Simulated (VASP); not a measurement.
Set up this calculation in VASP 6.6.1, as the native input.

```
Task                   : single point
Functional             : r2SCAN
Potentials or basis    : VASP PAW PBE potentials, release 64 (Ta_pv, N)
Cutoff                 : 520 eV
k mesh                 : 6 × 6 × 9
Occupations            : fermi-dirac, width 0.05 eV
Spin                   : no spin polarisation
Dipole correction      : no
Further INCAR settings : ALGO = Normal; EDIFF = 1e-06; NBANDS = 33
```

TaN:

```
Ta N
1.0
     5.19600    0.00000    0.00000
    -2.59800    4.49987    0.00000
     0.00000    0.00000    2.91100
Ta N
3 3
Cartesian
  0.0000 2.9999 1.4555
  2.5980 1.5000 1.4555
  0.0000 0.0000 0.0000
  2.0412 0.0000 0.0000
  1.5774 2.7321 0.0000
  -1.0206 1.7678 0.0000
```

The input as run:

POSCAR

```
TaN
1.0
    5.1960001500      0.0000000000      0.0000000000
   -2.5980000800      4.4998681300      0.0000000000
    0.0000000000      0.0000000000      2.9109996000
Ta N
3 3
Direct
    0.3333333333      0.6666666667      0.5000000000
    0.6666666667      0.3333333333      0.5000000000
    0.0000000000      0.0000000000      0.0000000000
    0.3928500000      0.0000000000      0.0000000000
    0.6071500000      0.6071500000      0.0000000000
    0.0000000000      0.3928500000      0.0000000000
```

INCAR.step1

```
SYSTEM = TaN
PREC = Accurate
ENCUT = 520
ISMEAR = -1
SIGMA = 0.05
LREAL = .False.
LASPH = .True.
NELM = 60
NBANDS = 33
GGA = PE
ALGO = Normal
EDIFF = 1E-4
LWAVE = .True.
LCHARG = .False.
```

INCAR.step2

```
SYSTEM = TaN
PREC = Accurate
ENCUT = 520
EDIFF = 1E-6
ISMEAR = -1
SIGMA = 0.05
LREAL = .False.
LASPH = .True.
NELM = 60
ALGO = Normal
ISIF = 2
LWAVE = .False.
LCHARG = .True.
METAGGA = R2SCAN
LMIXTAU = .True.
LELF = .True.
LVHAR = .True.
NBANDS = 33
ISTART = 1
```

KPOINTS

```
Automatic mesh
0
Gamma
  6 6 9
  0 0 0
```

Potentials or basis: VASP PAW PBE potentials, release 64 (Ta_pv, N).

Command:

```sh
$ cat potpaw_PBE.64/Ta_pv/POTCAR potpaw_PBE.64/N/POTCAR > POTCAR
$ cp INCAR.step1 INCAR
$ mpirun -np 1 vasp_std > vasp.out
$ cp INCAR.step2 INCAR
$ mpirun -np 1 vasp_std > vasp.out
```

Results of the run:

```json
{
  "Pressure": "1.9 GPa",
  "Largest force": "0.024 eV/Å",
  "Band gap on the k mesh": "zero (bands 24 and 25 overlap by 3.11 eV)"
}
```

Caveat: the PAW data sets were made with another functional, which shifts forces and pressure a little; spin-orbit coupling is left out, which moves the levels of the heavy elements.

Run time: 4.7 min on 1 thread of AMD EPYC 7R43 64-Core Processor (Zen 3), on a shared host, peak memory 0.2 GiB.
